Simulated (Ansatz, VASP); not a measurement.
## As in VASP and in Ansatz

File INCAR:

```
ALGO = Normal
EDIFF = 1E-6
ENCUT = 500
GGA = CA
GGA_COMPAT = F
ISIF = 2
ISMEAR = 0
LASPH = T
LCHARG = T
LELF = T
LREAL = F
LVHAR = T
LWAVE = F
NBANDS = 8
NELM = 120
PREC = Accurate
SIGMA = 0.1
```

KPOINTS

```
k-points
0
Gamma
  6 6 6
```

File POSCAR:

```
As
1.0
    2.7036817444      0.0000000000      0.0000000000
    0.0000000000      2.7036817444      0.0000000000
    0.0000000000      0.0000000000      2.7036817444
As
1
Direct
    0.5000000000      0.5000000000      0.5000000000
```

Input for Ansatz:

```yaml
crystal:
  lattice:
    - [2.7036817444, 0.0, 0.0]
    - [0.0, 2.7036817444, 0.0]
    - [0.0, 0.0, 2.7036817444]
  atoms:
    - { symbol: As, position: [0.5, 0.5, 0.5] }
basis:
  ecutwfc: 420
kpoints:
  mp_grid: { grid: [6, 6, 6] }
hamiltonian:
  xc: lda
scf:
  occupations: { method: gaussian, width: 0.1 }
output:
  forces: true
  stress: true
  eigenvalues: true
```

Alike in both runs: task single point; functional LDA; k mesh 6 × 6 × 6; occupations gaussian, width 0.1 eV; no spin polarisation.

|  | VASP | Ansatz |
| --- | --- | --- |
| version | VASP 6.6.1 | Ansatz 0.2.0 |
| potentials or method | VASP PAW LDA potentials, release 64 (As), cutoff 500 eV | scalar-relativistic, plane waves, PAW |
| valence electrons in the cell | 5 | 15 |

```csv
,VASP,Ansatz,Ansatz less VASP
gap on the k mesh at the Fermi level (eV),none,none,-
pressure (GPa),-2.2,-2.4,-0.15
```

LDA's correlation is that of Perdew and Zunger in VASP and of Perdew and Wang (1992) in Ansatz. A gap of «none» marks a metal or a gap that the smearing closes. VASP's potentials hold 5 valence electrons a cell and Ansatz's 15, so a difference there can come from the potentials and not from the codes.

The k mesh is coarse, so the values compare programs but aren't converged.
